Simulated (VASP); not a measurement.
GaP: single point with PBE

Crystal: GaP.

```
Ga P
1.0
     0.00000    2.73460    2.73460
     2.73460    0.00000    2.73460
     2.73460    2.73460    0.00000
Ga P
1 1
Direct
  0.00000 0.00000 0.00000
  0.75000 0.75000 0.75000
```

This cell differs from its parent crystal: volume scaled by 0.980.

```
Program             : VASP 6.6.1
Task                : single point
Functional          : PBE
Potentials or basis : VASP PAW PBE potentials, release 64 (Ga_d, P)
Cutoff              : 520 eV
k mesh              : 10 × 10 × 10
Occupations         : gaussian, width 0.05 eV
Spin                : no spin polarisation
```

- Pressure: 1.5 GPa
- Band gap on the k mesh: 1.62 eV, indirect (least direct gap 1.74 eV)

Levels at points of the mesh, in eV from the valence-band top:
```
           k point  band 5  band 6  band 7  band 8  band 9  band 10  band 11  band 12  band 13  band 14
(0.00, 0.00, 0.00)  -14.44  -12.41    0.00    0.00    0.00     1.74     3.89     3.89     3.89     8.76
(0.50, 0.00, 0.00)  -14.43  -10.38   -6.57   -1.10   -1.10     1.64     4.72     4.72     8.27    10.82
(0.50, 0.50, 0.00)  -14.41   -9.50   -6.70   -2.65   -2.65     1.68     1.83    10.52    10.52    11.10
```

Wall time 53 s on 1 thread of AMD EPYC 7R13, on a shared host, peak memory 0.15 GiB.

 A k mesh can miss the band edges.
